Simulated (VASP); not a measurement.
Wanted: the native input for a VASP 6.6.1 run.

* Task: single point
* Functional: PBEsol
* Potentials or basis: VASP PAW PBE potentials, release 64 (Pb_d, O)
* Cutoff: 520 eV
* k mesh: 8 × 8 × 8
* Occupations: gaussian, width 0.1 eV
* Spin: no spin polarisation
* Dipole correction: no
* Further INCAR settings: ALGO = Normal; EDIFF = 1e-06; NBANDS = 43

The structure of Pb2O lies in POSCAR:

```
Pb2O
1.0
    5.5536670212      0.0000000000      0.0000000000
    0.0000000000      5.5536670212      0.0000000000
    0.0000000000      0.0000000000      5.5536670212
Pb O
4 2
Direct
    0.2500000000      0.2500000000      0.2500000000
    0.7500000000      0.7500000000      0.2500000000
    0.2500000000      0.7500000000      0.7500000000
    0.7500000000      0.2500000000      0.7500000000
    0.0000000000      0.0000000000      0.0000000000
    0.5000000000      0.5000000000      0.5000000000
```

The input as run:

INCAR

```
SYSTEM = Pb2O
PREC = Accurate ; ENCUT = 520
EDIFF = 1E-6 ; ISMEAR = 0
SIGMA = 0.1 ; LREAL = .FALSE.
LASPH = .TRUE. ; NELM = 60
ALGO = Normal ; ISIF = 2
LWAVE = .FALSE. ; LCHARG = .FALSE.
GGA = PS ; NBANDS = 43
```

KPOINTS

```
Automatic mesh
0
G
  8 8 8
  0 0 0
```

Potentials or basis: VASP PAW PBE potentials, release 64 (Pb_d, O).

The run is started by

```sh
$ cat potpaw_PBE.64/Pb_d/POTCAR potpaw_PBE.64/O/POTCAR > POTCAR
$ mpirun -np 1 vasp_std > vasp.out
```

Results of the run:

```json
{
 "Pressure": "-4.3 GPa",
 "Band gap on the k mesh": "zero (bands 34 and 35 overlap by 0.77 eV)"
}
```

Caveat: the cell stands under tension; semilocal functionals underestimate gaps, and a narrow one can read as zero; the PAW data sets were made with another functional, which shifts forces and pressure a little; spin-orbit coupling is left out, which moves the levels of the heavy elements.

It took 5.6 min on 1 thread of Intel(R) Xeon(R) Platinum 8259CL CPU @ 2.50GHz (Skylake/Cascade Lake), on a shared host, peak memory 0.36 GiB.
